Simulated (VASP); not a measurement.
Here is a VASP 6.6.1 calculation.

File INCAR:

```
SYSTEM = NaCa2
PREC = Accurate
ENCUT = 520
EDIFF = 1E-7
ISMEAR = 0
SIGMA = 0.1
LREAL = .False.
LASPH = .True.
NELM = 100
ALGO = Fast
ISIF = 2
LWAVE = .False.
LCHARG = .False.
GGA = PE
NBANDS = 20
```

Contents of KPOINTS:

```
regular mesh
0
Gamma
  12 12 12
  0 0 0
```

File POSCAR:

```
NaCa2
1.0
    6.2965612328      0.0000000000      0.0000000000
   -3.1482806164      5.4529819841      0.0000000000
    0.0000000000      0.0000000000      3.6619076180
Na Ca
1 2
Direct
    0.0000000000      0.0000000000      0.0000000000
    0.3333333333      0.6666666667      0.5000000000
    0.6666666667      0.3333333333      0.5000000000
```

Potentials or basis: VASP PAW PBE potentials, release 64 (Na_pv, Ca_sv).

Command:

```bash
$ cat potpaw_PBE.64/Na_pv/POTCAR potpaw_PBE.64/Ca_sv/POTCAR > POTCAR
$ mpirun -np 1 vasp_std > vasp.out
```

(1) Estimate the band gap on the k mesh.

(2) Predict the pressure.

Answers

(1) zero (an odd number of electrons rules out a gap without spin polarisation).

(2) 0.0 GPa.
